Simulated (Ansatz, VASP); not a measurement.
## Cu3Te in VASP and in Ansatz

```
CELL_PARAMETERS angstrom
3.92017 0.00000 0.00000
0.00000 3.92017 0.00000
0.00000 0.00000 3.92017
ATOMIC_POSITIONS crystal
Cu 0.00000 0.50000 0.50000
Cu 0.50000 0.00000 0.50000
Cu 0.50000 0.50000 0.00000
Te 0.00000 0.00000 0.00000
```

Alike in both runs: task single point; functional PBE; k mesh 6 × 6 × 6; occupations fermi-dirac, width 0.05 eV; no spin polarisation.

```csv
,VASP,Ansatz
version,VASP 6.6.1,Ansatz 0.2.0
potentials or method,"VASP PAW PBE potentials, release 64 (Cu, Te), cutoff 520 eV","plane waves, PAW"
valence electrons in the cell,39,73
```

```tsv
	VASP	Ansatz	Ansatz less VASP
pressure (GPa)	3.2	3.2	-0.02
```

With one functional, cell and mesh, what is left measures potentials, basis and numerics. VASP's potentials hold 39 valence electrons a cell and Ansatz's 73, so a difference there can come from the potentials and not from the codes.

Neither program's run includes spin-orbit coupling.
